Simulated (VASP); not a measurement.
# In (I4/mmm) in VASP: a series of runs, part 2 of 2

VASP 6.6.1. The steps go on from the part before.

### Step 4. Electric field gradients, LDA

This run uses another cell than the first one, of 26.17 Å³/atom.

INCAR reads:

```
SYSTEM = In
PREC     = Accurate       ! precision mode
ENCUT    = 520            ! plane-wave cutoff, eV
EDIFF    = 1E-8           ! SCF threshold, eV
ISMEAR   = -1             ! smearing method
SIGMA    = 0.05           ! smearing width, eV
LREAL    = .FALSE.        ! projectors in reciprocal space
LASPH    = .TRUE.         ! aspherical terms in the spheres
NELM     = 80             ! most SCF steps
ALGO     = Normal         ! electronic algorithm
ISIF     = 2              ! what is computed and relaxed
LWAVE    = .FALSE.        ! write WAVECAR
LCHARG   = .FALSE.        ! write CHGCAR
LEFG     = .TRUE.       
ISYM     = 0            
NBANDS   = 12             ! bands
```

KPOINTS reads:

```
regular mesh
0
G
  12 12 14
  0 0 0
```

POSCAR reads:

```
In
1.0
   -1.6261500000      1.6261500000      2.4739500000
    1.6261500000     -1.6261500000      2.4739500000
    1.6261500000      1.6261500000     -2.4739500000
In
1
Direct
    0.0000000000      0.0000000000      0.0000000000
```

Potentials or basis: VASP PAW LDA potentials, release 64 (In_d).

Started as:

```
$ cat potpaw_LDA.64/In_d/POTCAR > POTCAR
$ mpirun -np 1 vasp_std > vasp.out
```

OUTCAR:

```text
SYSTEM = In
   PREC = Accurate
   ENCUT = 520
   EDIFF = 1E-8
   ISMEAR = -1
   LREAL = .FALSE.
   LASPH = .TRUE.
   NELM = 80
   ISIF = 2
   ISYM = 0

 ion  position               nearest neighbor table
   1  0.000  0.000  0.000-

IMPORTANT INFORMATION: All symmetrisations will be switched off!
NOSYMM: (Re-)initialisation of all symmetry stuff for point group C_1.

----------------------------------------------------------------------------------------

                                     Primitive cell

  volume of cell :      26.1681

  direct lattice vectors                    reciprocal lattice vectors
    -1.626150000  1.626150000  2.473950000     0.000000000  0.307474710  0.202105944
     1.626150000 -1.626150000  2.473950000     0.307474710  0.000000000  0.202105944
     1.626150000  1.626150000 -2.473950000     0.307474710  0.307474710  0.000000000

  length of vectors
     3.377744254  3.377744254  3.377744254     0.367950418  0.367950418  0.434834905

  position of ions in fractional coordinates (direct lattice)
[... 528 lines left out ...]
  energy-cutoff  :      520.00
  volume of cell :       26.17
      direct lattice vectors                 reciprocal lattice vectors
    -1.626150000  1.626150000  2.473950000     0.000000000  0.307474710  0.202105944
     1.626150000 -1.626150000  2.473950000     0.307474710  0.000000000  0.202105944
     1.626150000  1.626150000 -2.473950000     0.307474710  0.307474710  0.000000000

 POSITION                                       TOTAL-FORCE (eV/Angst)
 -----------------------------------------------------------------------------------
      0.00000      0.00000      0.00000         0.000000     -0.000000      0.000000
 -----------------------------------------------------------------------------------
    total drift:                                0.000000     -0.000000      0.000000

  FREE ENERGIE OF THE ION-ELECTRON SYSTEM (eV)
  ---------------------------------------------------
  free  energy   TOTEN  =        -3.2052938771 eV

  energy  without entropy=       -3.2011925668  energy(sigma->0) =       -3.20324322

 Electric field gradients (V/A^2)
---------------------------------------------------------------------
 ion       V_xx      V_yy      V_zz      V_xy      V_xz      V_yz
---------------------------------------------------------------------
   1      -9.265    -9.265    18.531     1.770    -1.808    -1.808
---------------------------------------------------------------------

 Electric field gradients after diagonalization (V/A^2)
 (convention: |V_zz| > |V_xx| > |V_yy|)
----------------------------------------------------------------------
 ion       V_xx      V_yy      V_zz     asymmetry (V_yy - V_xx)/ V_zz
----------------------------------------------------------------------
   1     -11.035    -7.744    18.780       0.175
----------------------------------------------------------------------

           NMR quadrupolar parameters

 Cq : quadrupolar parameter    Cq=e*Q*V_zz/h
 eta: asymmetry parameters     (V_yy - V_xx)/ V_zz
 Q  : nuclear electric quadrupole moment in mb (millibarn)
----------------------------------------------------------------------
 ion       Cq(MHz)       eta       Q (mb)
----------------------------------------------------------------------
   1       0.045       0.175       1.000
----------------------------------------------------------------------
```

OSZICAR:

```text
N       E                     dE             d eps       ncg     rms          rms(c)
DAV:   1     0.784421937845E+02    0.78442E+02   -0.62683E+03 24680   0.137E+03
DAV:   2     0.679432220442E+00   -0.77763E+02   -0.75595E+02 25444   0.292E+02
DAV:   3    -0.314795383244E+01   -0.38274E+01   -0.38134E+01 29004   0.652E+01
DAV:   4    -0.323532442334E+01   -0.87371E-01   -0.87343E-01 30424   0.985E+00
DAV:   5    -0.323925017884E+01   -0.39258E-02   -0.39256E-02 33724   0.186E+00    0.239E+00
DAV:   6    -0.321212302599E+01    0.27127E-01   -0.39811E-02 30836   0.404E+00    0.116E+00
DAV:   7    -0.320593319138E+01    0.61898E-02   -0.11289E-02 34540   0.191E+00    0.249E-01
DAV:   8    -0.320529573085E+01    0.63746E-03   -0.76027E-04 29692   0.513E-01    0.190E-02
DAV:   9    -0.320529368891E+01    0.20419E-05   -0.13073E-05 36284   0.474E-02    0.160E-02
DAV:  10    -0.320529387568E+01   -0.18676E-06   -0.56955E-07 27252   0.856E-03    0.398E-04
DAV:  11    -0.320529387710E+01   -0.14275E-08   -0.27409E-08 28688   0.244E-03
   1 F= -.32052939E+01 E0= -.32032432E+01  d E =-.410131E-02
```

Run time: 7.1 min. Hardware: 1 thread of Intel Xeon 8259CL, shared host; peak memory 0.4 GiB.

Results:

```
Free energy                             : -3.2053 eV
Pressure                                : -2.6 GPa
Band gap on the k mesh                  : zero (an odd number of electrons rules out a gap without spin polarisation)
Largest electric field gradient by atom : In +18.8 V/Å²
```

Stress tensor (GPa, compression positive):
```
-2.71 -0.17  0.16
-0.17 -2.71  0.16
 0.16  0.16 -2.24
```

Levels at points of the mesh, in eV from the Fermi level:
| k point | band 4 | band 5 | band 6 | band 7 | band 8 | band 9 |
| --- | --- | --- | --- | --- | --- | --- |
| (0.00, 0.00, 0.00) | -14.40 | -14.29 | -9.53 | 10.45 | 10.45 | 10.61 |
| (0.50, 0.00, 0.00) | -14.20 | -14.17 | -4.33 | -3.32 | 7.47 | 9.07 |
| (0.00, 0.50, 0.00) | -14.20 | -14.17 | -4.33 | -3.32 | 7.47 | 9.07 |
| (0.50, 0.50, 0.00) | -14.18 | -14.10 | -1.92 | -1.70 | 3.50 | 3.94 |
| (0.00, 0.00, 0.50) | -14.18 | -14.10 | -1.92 | -1.70 | 3.51 | 3.94 |
| (0.50, 0.00, 0.50) | -14.20 | -14.17 | -4.33 | -3.32 | 7.47 | 9.07 |
| (0.00, 0.50, 0.50) | -14.20 | -14.17 | -4.33 | -3.32 | 7.47 | 9.07 |
| (0.50, 0.50, 0.50) | -14.16 | -14.16 | -2.96 | -2.62 | 4.71 | 4.71 |

Electric field gradients, principal values (V/Å²):
```csv
atom,least,middle,greatest (by size)
1 In,-7.744,-11.035,18.780
```

Caveat: without QUAD_EFG the Cq values of the log hold for a quadrupole moment of 1 mb, not for the nuclei; spin-orbit coupling is left out, which moves the levels of the heavy elements.

### Step 5. Overview

```csv
cell,gap on the mesh (eV),pressure (GPa)
"a = 3.309 Å, angles 122.4, 122.4, 85.8°, 1 atom",none,0.1
"a = 3.344 Å, angles 122.4, 122.4, 85.8°, 1 atom",none,-1.3
"a = 3.378 Å, angles 122.4, 122.4, 85.8°, 1 atom",none,-2.6
```

Alike in all rows: task electric field gradients; level LDA; potentials or basis VASP PAW LDA potentials, release 64 (In_d); no spin polarisation; k mesh 12 × 12 × 14; cutoff (eV) 520; smearing fermi-dirac 0.05 eV.

Caveats: spin-orbit coupling is left out, which moves the levels of the heavy elements.

Absolute energies hang on the potentials; compare differences alone.
